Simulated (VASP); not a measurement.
# PbS (Pm-3m) in VASP: further runs

The runs below take PbS through single point, with r2SCAN+D3(BJ), r2SCAN+D4.

Program: VASP 6.6.1. These are calculated values, not measurements. Logs are shortened: lines on timing, memory, paths and dates and some standing lists are left out, and cuts for length are marked.

## 1. The cell of the first run

The structure is cubic, space group Pm-3m (No. 221). Conventional cell: a = 3.615 Å, b = 3.615 Å, c = 3.615 Å, α = 90.00°, β = 90.00°, γ = 90.00°. Within 4.1 Å of Pb (site symmetry m-3m) lie 8 S at 3.13 Å and 6 Pb at 3.61 Å. Within 4.1 Å of S (site symmetry m-3m) lie 8 Pb at 3.13 Å and 6 S at 3.61 Å.

## 2. Single point, r2SCAN+D3(BJ)

File POSCAR:

```
PbS
1.0
    3.6148998158      0.0000000000      0.0000000000
    0.0000000000      3.6148998158      0.0000000000
    0.0000000000      0.0000000000      3.6148998158
Pb S
1 1
Direct
    0.0000000000      0.0000000000      0.0000000000
    0.5000000000      0.5000000000      0.5000000000
```

File INCAR.step1:

```
PREC     = Accurate       # precision mode
ENCUT    = 520            # plane-wave cutoff, eV
ISMEAR   = -1             # smearing method
SIGMA    = 0.05           # smearing width, eV
LREAL    = F              # projectors in reciprocal space
LASPH    = T              # aspherical terms in the spheres
NELM     = 100            # most SCF steps
NBANDS   = 17             # bands
GGA      = PE             # functional
ALGO     = Normal         # electronic algorithm
EDIFF    = 1E-4           # SCF threshold, eV
LWAVE    = T              # write WAVECAR
LCHARG   = F              # write CHGCAR
```

File INCAR.step2:

```
PREC     = Accurate       # precision mode
ENCUT    = 520            # plane-wave cutoff, eV
EDIFF    = 1E-6           # SCF threshold, eV
ISMEAR   = -1             # smearing method
SIGMA    = 0.05           # smearing width, eV
LREAL    = F              # projectors in reciprocal space
LASPH    = T              # aspherical terms in the spheres
NELM     = 100            # most SCF steps
ALGO     = Normal         # electronic algorithm
ISIF     = 2              # what is computed and relaxed
LWAVE    = F              # write WAVECAR
LCHARG   = F              # write CHGCAR
METAGGA  = R2SCAN         # meta-GGA
LMIXTAU  = T            
IVDW     = 12             # dispersion correction
VDW_S6   = 1.0          
VDW_S8   = 0.78981345   
VDW_A1   = 0.49484001   
VDW_A2   = 5.73083694   
NBANDS   = 17             # bands
ISTART   = 1
```

File KPOINTS:

```
regular mesh
0
Gamma
  7 7 7
```

Potentials or basis: VASP PAW PBE potentials, release 64 (Pb_d, S).

On the command line:

```sh
$ cat potpaw_PBE.64/Pb_d/POTCAR potpaw_PBE.64/S/POTCAR > POTCAR
$ cp INCAR.step1 INCAR
$ mpirun -np 1 vasp_std > vasp.out
$ cp INCAR.step2 INCAR
$ mpirun -np 1 vasp_std > vasp.out
```

OUTCAR:

```text
PREC = Accurate
   ENCUT = 520
   EDIFF = 1E-6
   ISMEAR = -1
   LREAL = F
   LASPH = T
   NELM = 100
   ISIF = 2
   METAGGA = R2SCAN
   IVDW = 12
   ISTART = 1
 IVDW          = 12

 ion  position               nearest neighbor table
   1  0.000  0.000  0.000-   2 3.13   2 3.13   2 3.13   2 3.13   2 3.13   2 3.13   2 3.13   2 3.13

   2  0.500  0.500  0.500-   1 3.13   1 3.13   1 3.13   1 3.13   1 3.13   1 3.13   1 3.13   1 3.13

  LATTYP: Found a simple cubic cell.
 ALAT       =     3.6148998158

  Lattice vectors:

 A1 = (   3.6148998158,   0.0000000000,   0.0000000000)
 A2 = (   0.0000000000,   3.6148998158,   0.0000000000)
 A3 = (   0.0000000000,   0.0000000000,   3.6148998158)

Analysis of symmetry for initial positions (statically):
=====================================================================
 Subroutine PRICEL returns:
 Original cell was already a primitive cell.

 Routine SETGRP: Setting up the symmetry group for a
 simple cubic supercell.

 Subroutine GETGRP returns: Found 48 space group operations
 (whereof 48 operations were pure point group operations)
 out of a pool of 48 trial point group operations.

The static configuration has the point symmetry O_h .

Analysis of symmetry for dynamics (positions and initial velocities):
=====================================================================
 Subroutine PRICEL returns:
 Original cell was already a primitive cell.

 Routine SETGRP: Setting up the symmetry group for a
 simple cubic supercell.

 Subroutine GETGRP returns: Found 48 space group operations
 (whereof 48 operations were pure point group operations)
 out of a pool of 48 trial point group operations.

The dynamic configuration has the point symmetry O_h .

 Subroutine INISYM returns: Found 48 space group operations
 (whereof 48 operations are pure point group operations),
 and found     1 'primitive' translations

----------------------------------------------------------------------------------------

                                     Primitive cell

  volume of cell :      47.2377

  direct lattice vectors                    reciprocal lattice vectors
     3.614899816  0.000000000  0.000000000     0.276632839  0.000000000  0.000000000
     0.000000000  3.614899816  0.000000000     0.000000000  0.276632839  0.000000000
     0.000000000  0.000000000  3.614899816     0.000000000  0.000000000  0.276632839

  length of vectors
     3.614899816  3.614899816  3.614899816     0.276632839  0.276632839  0.276632839

  position of ions in fractional coordinates (direct lattice)
     0.000000000  0.000000000  0.000000000
     0.500000000  0.500000000  0.500000000

  ion indices of the primitive-cell ions
   primitive index   ion index
                 1           1
                 2           2

----------------------------------------------------------------------------------------

 KPOINTS: regular mesh

Automatic generation of k-mesh.
 Grid dimensions read from file:
 generate k-points for:    7    7    7

 Generating k-lattice:

  Cartesian coordinates                     Fractional coordinates (reciprocal lattice)
     0.039518977  0.000000000  0.000000000     0.142857143  0.000000000  0.000000000
     0.000000000  0.039518977  0.000000000     0.000000000  0.142857143  0.000000000
     0.000000000  0.000000000  0.039518977     0.000000000  0.000000000  0.142857143

  Length of vectors
     0.039518977  0.039518977  0.039518977

  Shift w.r.t. Gamma in fractional coordinates (k-lattice)
     0.000000000  0.000000000  0.000000000

 Subroutine IBZKPT returns following result:
 ===========================================

 Found     20 irreducible k-points:

 Following reciprocal coordinates:
            Coordinates               Weight
  0.000000  0.000000  0.000000      1.000000
  0.142857  0.000000  0.000000      6.000000
  0.285714  0.000000  0.000000      6.000000
  0.428571  0.000000  0.000000      6.000000
  0.142857  0.142857  0.000000     12.000000
  0.285714  0.142857  0.000000     24.000000
[... 12 lines left out ...]
  0.428571  0.428571  0.285714     24.000000
  0.428571  0.428571  0.428571      8.000000
   k-points           NKPTS =     20   k-points in BZ     NKDIM =     20   number of bands    NBANDS=     17
   number of dos      NEDOS =    301   number of ions     NIONS =      2
   total plane-waves  NPLWV =  21952
   dimension x,y,z NGX =    28 NGY =   28 NGZ =   28
   dimension x,y,z NGXF=    56 NGYF=   56 NGZF=   56
   ions per type =               1   1
   NGX,Y,Z   is equivalent  to a cutoff of  12.88, 12.88, 12.88 a.u.
   NGXF,Y,Z  is equivalent  to a cutoff of  25.75, 25.75, 25.75 a.u.
 SYSTEM =  unknown system
   PREC   = accura    normal or accurate (medium, high low for compatibility)
   ISTART =      1    job   : 0-new  1-cont  2-samecut
   ICHARG =      0    charge: 1-file 2-atom 10-const
   ISPIN  =      1    spin polarized calculation?
   LNONCOLLINEAR =      F non collinear calculations
   LSORBIT =      F    spin-orbit coupling
   LASPH  =      T    aspherical Exc in radial PAW
   ENCUT  =  520.0 eV  38.22 Ry    6.18 a.u.   6.72  6.72  6.72*2*pi/ulx,y,z
   NELM   =    100;   NELMIN=  2; NELMDL=  0     # of ELM steps
   EDIFF  = 0.1E-05   stopping-criterion for ELM
   LREAL  =      F    real-space projection
   EDIFFG = 0.1E-04   stopping-criterion for IOM
   NSW    =      0    number of steps for IOM
   IBRION =     -1    ionic relax: 0-MD 1-quasi-New 2-CG
   NFREE  =      0    steps in history (QN), initial steepest desc. (CG)
   ISIF   =      2    stress and relaxation
   ISYM   =      2    0-nonsym 1-usesym 2-fastsym
   POTIM  = 0.5000    time-step for ionic-motion
   TEBEG  =    0.0;   TEEND  =   0.0 temperature during run
   PSTRESS=    0.0 pullay stress
   NELECT =      20.0000    total number of electrons
   NUPDOWN=      -1.0000    fix difference up-down
   EMIN   =  10.00;   EMAX   =-10.00  energy-range for DOS
   EFERMI =   0.00;   METHOD = LEGACY
   ISMEAR =    -1;   SIGMA  =   0.05  broadening in eV -4-tet -1-fermi 0-gaus
   EFERMI_NEDOS =   21; number of points for ismear=-14 and -15
   IALGO  =     38    algorithm
   IMIX   =      4    mixing-type and parameters
     AMIX     =   0.40;   BMIX     =  1.00
     AMIX_MAG =   1.60;   BMIX_MAG =  1.00
  volume/ion in A,a.u.               =      23.62       159.39
  Fermi-wavevector in a.u.,A,eV,Ry     =   1.229292  2.323026 20.560581  1.511160
  Thomas-Fermi vector in A             =   2.364185
   LORBIT       =      0    0 simple, 1 ext, 2 COOP (PROOUT), +10 PAW based schemes
   METAGGA = R2SCAN    functional components
   LHFCALC =     F    Hartree Fock is set to
   AEXX    =    0.0000 exact exchange contribution
   IVDW    =    12    specifies the selected vdW correction
   LEPSILON=     F    determine dielectric tensor
   LRPA    =     F    only Hartree local field effects (RPA)
 non-spin polarized calculation
  energy-cutoff  :      520.00
  volume of cell :       47.24
 maximum number of plane-waves:      1309
 NGX is ok and might be reduce to    28
   NGX = 13   NGY = 13   NGZ = 13

 number of electron      19.9999996 magnetization

 Free energy of the ion-electron system (eV)
  ---------------------------------------------------
  ext. energy  EPLUGINS =         0.00000000
  ---------------------------------------------------
  free energy    TOTEN  =       -65.07630529 eV

  energy without entropy =      -65.07239511  energy(sigma->0) =      -65.07435020

 E-fermi :   6.3682     XC(G=0): -10.8709

 val. band max:        6.2300306201   @ k =   0.2857   0.1429   0.1429
 cond. band min:       6.4684203488   @ k =   0.4286   0.4286   0.4286
 fundamental gap:      0.2383897287
 Fermi energy:         6.3681753541

 k-point     1 :       0.0000    0.0000    0.0000
  band No.  band energies     occupation
      1     -11.2322      2.00000
      2     -11.2322      2.00000
      3     -10.9972      2.00000
      4     -10.9972      2.00000
      5     -10.9972      2.00000
      6      -7.5387      2.00000
[... 9 lines left out ...]
     16      19.8080      0.00000
     17      19.8080      0.00000

 k-point     2 :       0.1429    0.0000    0.0000
  band No.  band energies     occupation
      1     -11.2301      2.00000
      2     -11.1996      2.00000
      3     -11.0096      2.00000
      4     -11.0096      2.00000
      5     -10.9958      2.00000
      6      -7.3544      2.00000
[... 9 lines left out ...]
     16      19.6759      0.00000
     17      19.7061      0.00000

 k-point     3 :       0.2857    0.0000    0.0000
  band No.  band energies     occupation
      1     -11.2254      2.00000
      2     -11.1271      2.00000
      3     -11.0373      2.00000
      4     -11.0373      2.00000
      5     -10.9930      2.00000
      6      -6.8481      2.00000
[... 9 lines left out ...]
     16      17.9909      0.00000
     17      19.7688      0.00000

 k-point     4 :       0.4286    0.0000    0.0000
  band No.  band energies     occupation
      1     -11.2216      2.00000
      2     -11.0693      2.00000
      3     -11.0594      2.00000
      4     -11.0594      2.00000
      5     -10.9907      2.00000
      6      -6.2647      2.00000
[... 9 lines left out ...]
     16      19.7459      0.00000
     17      19.7995      0.00000
[... 263 lines left out ...]
      1     -11.1318      2.00000
      2     -11.1053      2.00000
      3     -11.0760      2.00000
      4     -11.0550      2.00000
      5     -10.9935      2.00000
      6      -5.4111      2.00000
[... 9 lines left out ...]
     16      18.2240      0.00000
     17      22.1053      0.00000

 k-point    19 :       0.4286    0.4286    0.2857
  band No.  band energies     occupation
      1     -11.1554      2.00000
      2     -11.1036      2.00000
      3     -11.1014      2.00000
      4     -11.0232      2.00000
      5     -10.9581      2.00000
      6      -5.2039      2.00000
[... 9 lines left out ...]
     16      19.3220      0.00000
     17      22.7153      0.00000

 k-point    20 :       0.4286    0.4286    0.4286
  band No.  band energies     occupation
      1     -11.1386      2.00000
      2     -11.1311      2.00000
      3     -11.1311      2.00000
      4     -10.9567      2.00000
      5     -10.9567      2.00000
      6      -5.0884      2.00000
[... 9 lines left out ...]
     16      20.4458      0.00000
     17      23.8097      0.00000

------------------------ aborting loop because EDIFF is reached ----------------------------------------

 Edisp (eV)   -0.36198

 E8    (eV) :    -0.1279

  FORCE on cell =-STRESS in cart. coord.  units (eV):
  Direction    XX          YY          ZZ          XY          YZ          ZX
  --------------------------------------------------------------------------------------
  -------------------------------------------------------------------------------------
  Total       0.00102     0.00102     0.00102     0.00000     0.00000    -0.00000
  in kB       0.03464     0.03464     0.03464     0.00000     0.00000    -0.00000
  external pressure =        0.03 kB  Pullay stress =        0.00 kB

 VOLUME and BASIS-vectors are now :
 -----------------------------------------------------------------------------
  energy-cutoff  :      520.00
  volume of cell :       47.24
      direct lattice vectors                 reciprocal lattice vectors
     3.614899816  0.000000000  0.000000000     0.276632839  0.000000000  0.000000000
     0.000000000  3.614899816  0.000000000     0.000000000  0.276632839  0.000000000
     0.000000000  0.000000000  3.614899816     0.000000000  0.000000000  0.276632839

 POSITION                                       TOTAL-FORCE (eV/Angst)
 -----------------------------------------------------------------------------------
      0.00000      0.00000      0.00000         0.000000      0.000000      0.000000
      1.80745      1.80745      1.80745         0.000000      0.000000      0.000000
 -----------------------------------------------------------------------------------
    total drift:                               -0.000000      0.000000      0.000000

  FREE ENERGIE OF THE ION-ELECTRON SYSTEM (eV)
  ---------------------------------------------------
  free  energy   TOTEN  =       -65.4382813134 eV

  energy  without entropy=      -65.4343711377  energy(sigma->0) =      -65.43632623
```

Wall time 43 s (1 thread of Intel Xeon 6975P-C (Granite Rapids), shared host); peak memory 0.18 GiB.

What came out:

| Property | Result |
| --- | --- |
| Free energy | -65.4383 eV |
| Pressure | 0.0 GPa |
| Band gap on the k mesh | 0.24 eV, indirect (least direct gap 1.68 eV) |
| Dispersion energy per atom | -0.181 eV |

Caveat: the PAW data sets were made with another functional, which shifts forces and pressure a little; spin-orbit coupling is left out, which moves the levels of the heavy elements. A k mesh can miss the band edges.

[end of part 1 of 2]
